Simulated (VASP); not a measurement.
# Mo (P6/mmm) in VASP: a series of runs, part 2 of 2

VASP 6.6.1. The steps go on from the part before.

### 4 Single point, PBEsol

This run uses another cell than the first one, of 17.22 Å³/atom, 1.040 times its volume.

File INCAR:

```
ALGO = Normal ; EDIFF = 1E-6
ENCUT = 520 ; GGA = PS
ISIF = 2 ; ISMEAR = 1
LASPH = True ; LCHARG = False
LREAL = False ; LWAVE = False
NBANDS = 13 ; NELM = 80
PREC = Accurate ; SIGMA = 0.15
```

File KPOINTS:

```
k-points
0
Gamma
  12 12 11
```

File POSCAR:

```
Mo
1.0
    2.7715076807      0.0000000000      0.0000000000
   -1.3857538404      2.4001959040      0.0000000000
    0.0000000000      0.0000000000      2.5888056586
Mo
1
Direct
    0.0000000000      0.0000000000      0.5000000000
```

Potentials or basis: VASP PAW PBE potentials, release 64 (Mo_sv).

On the command line:

```
> cat potpaw_PBE.64/Mo_sv/POTCAR > POTCAR
> mpirun -np 1 vasp_std > vasp.out
```

OUTCAR:

```text
EDIFF = 1E-6
   ENCUT = 520
   GGA = PS
   ISIF = 2
   ISMEAR = 1
   LASPH = True
   LREAL = False
   NELM = 80
   PREC = Accurate

 ion  position               nearest neighbor table
   1  0.000  0.000  0.500-

  LATTYP: Found a hexagonal cell.
 ALAT       =     2.7715076807
 C/A-ratio  =     0.9340784717

  Lattice vectors:

 A1 = (   2.7715076807,   0.0000000000,   0.0000000000)
 A2 = (  -1.3857538404,   2.4001959040,   0.0000000000)
 A3 = (   0.0000000000,   0.0000000000,   2.5888056586)

Analysis of symmetry for initial positions (statically):
=====================================================================
 Subroutine PRICEL returns:
 Original cell was already a primitive cell.

 Routine SETGRP: Setting up the symmetry group for a
 hexagonal supercell.

 Subroutine GETGRP returns: Found 24 space group operations
 (whereof 24 operations were pure point group operations)
 out of a pool of 24 trial point group operations.

The static configuration has the point symmetry D_6h.

Analysis of symmetry for dynamics (positions and initial velocities):
=====================================================================
 Subroutine PRICEL returns:
 Original cell was already a primitive cell.

 Routine SETGRP: Setting up the symmetry group for a
 hexagonal supercell.

 Subroutine GETGRP returns: Found 24 space group operations
 (whereof 24 operations were pure point group operations)
 out of a pool of 24 trial point group operations.

The dynamic configuration has the point symmetry D_6h.

 Subroutine INISYM returns: Found 24 space group operations
 (whereof 24 operations are pure point group operations),
 and found     1 'primitive' translations

----------------------------------------------------------------------------------------

                                     Primitive cell

[... 109 lines left out ...]
  volume/ion in A,a.u.               =      17.22       116.21
  Fermi-wavevector in a.u.,A,eV,Ry     =   1.527906  2.887325 31.762776  2.334498
  Thomas-Fermi vector in A             =   2.635738
   LORBIT       =      0    0 simple, 1 ext, 2 COOP (PROOUT), +10 PAW based schemes
   GGA     = PS    functional components
   LHFCALC =     F    Hartree Fock is set to
   AEXX    =    0.0000 exact exchange contribution
   IVDW    =     0    specifies the selected vdW correction
   LEPSILON=     F    determine dielectric tensor
   LRPA    =     F    only Hartree local field effects (RPA)
 non-spin polarized calculation
 Methfessel and Paxton  Order N= 1 SIGMA  =   0.15
  energy-cutoff  :      520.00
  volume of cell :       17.22
 maximum number of plane-waves:       476
 NGX is ok and might be reduce to    24
   NGX = 11   NGY = 11   NGZ =  9

 number of electron      13.9999998 magnetization

 Free energy of the ion-electron system (eV)
  ---------------------------------------------------
  ext. energy  EPLUGINS =         0.00000000
  ---------------------------------------------------
  free energy    TOTEN  =       -10.82674691 eV

  energy without entropy =      -10.82643179  energy(sigma->0) =      -10.82664187

 E-fermi :  10.8965     XC(G=0): -12.9010

 val. band max:       10.8850715723   @ k =   0.2500   0.1667   0.3636
 cond. band min:      10.9041669140   @ k =   0.5000   0.0000   0.3636
 fundamental gap:      0.0190953417
 Fermi energy:        10.8964982194

 k-point     1 :       0.0000    0.0000    0.0000
  band No.  band energies     occupation
      1     -50.0861      2.00000
      2     -23.4615      2.00000
      3     -23.4615      2.00000
      4     -23.4395      2.00000
      5       4.1557      2.00000
      6       6.7212      2.00000
      7      10.0218      2.00000
      8      10.0218      2.00000
      9      14.7424      0.00000
     10      14.7424      0.00000
     11      23.8250      0.00000
     12      26.2508      0.00000
     13      30.9053      0.00000
[... 354 lines left out ...]
  band No.  band energies     occupation
      1     -49.9258      2.00000
      2     -24.3789      2.00000
      3     -23.6649      2.00000
      4     -23.4610      2.00000
      5       6.4806      2.00000
      6       7.7278      2.00000
      7       9.8325      2.00000
      8      12.4274     -0.00000
      9      13.3106     -0.00000
     10      13.9255      0.00000
     11      22.8792      0.00000
     12      26.5305      0.00000
     13      27.8831      0.00000

 [... further k-points ...]
[... 5 lines left out ...]
  --------------------------------------------------------------------------------------
  -------------------------------------------------------------------------------------
  Total       -0.9644856     -0.9644854     -1.8652412      0.0000000     -0.0000000      0.0000000
  in kB      -89.7313261    -89.7313146   -173.5335120      0.0000000     -0.0000000      0.0000000
  external PRESSURE =    -117.6653842 kB  Pullay stress =       0.0000000 kB

 VOLUME and BASIS-vectors are now :
 -----------------------------------------------------------------------------
  energy-cutoff  :      520.00
  volume of cell :       17.22
      direct lattice vectors                 reciprocal lattice vectors
     2.771507681  0.000000000  0.000000000     0.360814443  0.208316329  0.000000000
    -1.385753840  2.400195904  0.000000000     0.000000000  0.416632658  0.000000000
     0.000000000  0.000000000  2.588805659     0.000000000  0.000000000  0.386278513

 POSITION                                       TOTAL-FORCE (eV/Angst)
 -----------------------------------------------------------------------------------
      0.00000      0.00000      1.29440         0.000000      0.000000      0.000000
 -----------------------------------------------------------------------------------
    total drift:                                0.000000      0.000000      0.000000

  FREE ENERGIE OF THE ION-ELECTRON SYSTEM (eV)
  ---------------------------------------------------
  free  energy   TOTEN  =       -10.8267469116 eV

  energy  without entropy=      -10.8264317882  energy(sigma->0) =      -10.82664187
```

Wall time 32 s (1 thread of AMD EPYC 7R43 (Zen 3), shared host); peak memory 0.11 GiB.

Results:

- Free energy: -10.8267 eV
- Pressure: -11.8 GPa
- Band gap on the k mesh: zero (band 7 reaches 11.79 eV, above the bottom of band 8 at 10.02 eV)

Stress tensor (GPa, compression positive):
```
 -8.97   0.00   0.00
  0.00  -8.97   0.00
  0.00   0.00 -17.35
```

Levels at points of the mesh, in eV from the Fermi level:
```tsv
k point	band 4	band 5	band 6	band 7	band 8	band 9	band 10	band 11
(0.00, 0.00, 0.00)	-34.34	-6.74	-4.18	-0.87	-0.87	3.85	3.85	12.93
(0.50, 0.00, 0.00)	-34.20	-4.75	-3.09	0.90	0.90	3.21	4.17	9.61
```

Caveat: the PAW data sets were made with another functional, which shifts forces and pressure a little.

### 5 Single point, PBEsol

This run uses another cell than the first one, of 17.55 Å³/atom, 1.060 times its volume.

File INCAR:

```
SYSTEM = Mo
  ALGO = Normal
  EDIFF = 1E-7
  ENCUT = 520
  GGA = PS
  ISIF = 2
  ISMEAR = 1
  LASPH = .True.
  LCHARG = .False.
  LREAL = .False.
  LWAVE = .False.
  NBANDS = 13
  NELM = 80
  PREC = Accurate
  SIGMA = 0.15
```

File KPOINTS:

```
k-points
0
Gamma
  12 12 11
  0 0 0
```

File POSCAR:

```
Mo
1.0
    2.7891610719      0.0000000000      0.0000000000
   -1.3945805359      2.4154841882      0.0000000000
    0.0000000000      0.0000000000      2.6052953112
Mo
1
Direct
    0.0000000000      0.0000000000      0.5000000000
```

On the command line:

```
> cat potpaw_PBE.64/Mo_sv/POTCAR > POTCAR
> mpirun -np 1 vasp_std > vasp.out
```

Wall time 34 s (1 thread of AMD EPYC 7R43 (Zen 3), shared host); peak memory 0.11 GiB.

The run converged. Its results:

```yaml
Free_energy: -10.7992 eV
Pressure: -15.0 GPa
Band_gap_on_the_k_mesh: zero (band 7 reaches 11.48 eV, above the bottom of band 8 at 9.78 eV)
```

Stress tensor (GPa, compression positive):
```
-12.43   0.00   0.00
  0.00 -12.43   0.00
  0.00   0.00 -20.05
```

Levels at points of the mesh, in eV from the Fermi level:
```
           k point  band 4  band 5  band 6  band 7  band 8  band 9  band 10  band 11
(0.00, 0.00, 0.00)  -34.38   -6.67   -4.08   -0.84   -0.84    3.74     3.74    12.91
(0.50, 0.00, 0.00)  -34.25   -4.64   -3.04    0.86    0.88    3.13     4.06     9.38
```

Caveat: the PAW data sets were made with another functional, which shifts forces and pressure a little.

### 6 The runs side by side

```csv
cell,gap on the mesh (eV),pressure (GPa)
"a = 2.736, b = 2.736, c = 2.555 Å, angles 90.0, 90.0, 120.0°, 1 atom",none,-4.2
"a = 2.754, b = 2.754, c = 2.572 Å, angles 90.0, 90.0, 120.0°, 1 atom",none,-8.2
"a = 2.772, b = 2.772, c = 2.589 Å, angles 90.0, 90.0, 120.0°, 1 atom",none,-11.8
"a = 2.789, b = 2.789, c = 2.605 Å, angles 90.0, 90.0, 120.0°, 1 atom",none,-15.0
```

Alike in all rows: task single point; level PBEsol; potentials or basis VASP PAW PBE potentials, release 64 (Mo_sv); no spin polarisation; k mesh 12 × 12 × 11; cutoff (eV) 520; smearing methfessel-paxton 0.15 eV.

Caveats: the PAW data sets were made with another functional, which shifts forces and pressure a little.

Total energies depend on the potentials used, so only differences within one code and one set of settings carry meaning.
